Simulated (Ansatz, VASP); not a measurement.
**Two plane-wave programs on RbAg3**

```
Rb Ag
1.0
    -2.29317    2.29317    4.77401
     2.29317   -2.29317    4.77401
     2.29317    2.29317   -4.77401
Rb Ag
1 3
Direct
  0.00000 0.00000 0.00000
  0.50000 0.50000 0.00000
  0.25000 0.75000 0.50000
  0.75000 0.25000 0.50000
```

Alike in both runs: functional PBE; k mesh 14 × 14 × 14; occupations gaussian, width 0.1 eV; no spin polarisation.

Ansatz relaxed the structure, and its values are those at the end. VASP's run is a single point on that final structure, the one shown.

```csv
,VASP,Ansatz
version,VASP 6.6.1,Ansatz 0.2.0
potentials or method,"VASP PAW PBE potentials, release 64 (Rb_sv, Ag), cutoff 520 eV","scalar-relativistic, plane waves, PAW"
valence electrons in the cell,42,66
```

```csv
,VASP,Ansatz,Ansatz less VASP
gap on the k mesh at the Fermi level (eV),none,none,-
pressure (GPa),0.1,0.0,-0.05
```

A gap of «none» marks a metal or a gap that the smearing closes. VASP's potentials hold 42 valence electrons a cell and Ansatz's 66, so a difference there can come from the potentials and not from the codes.
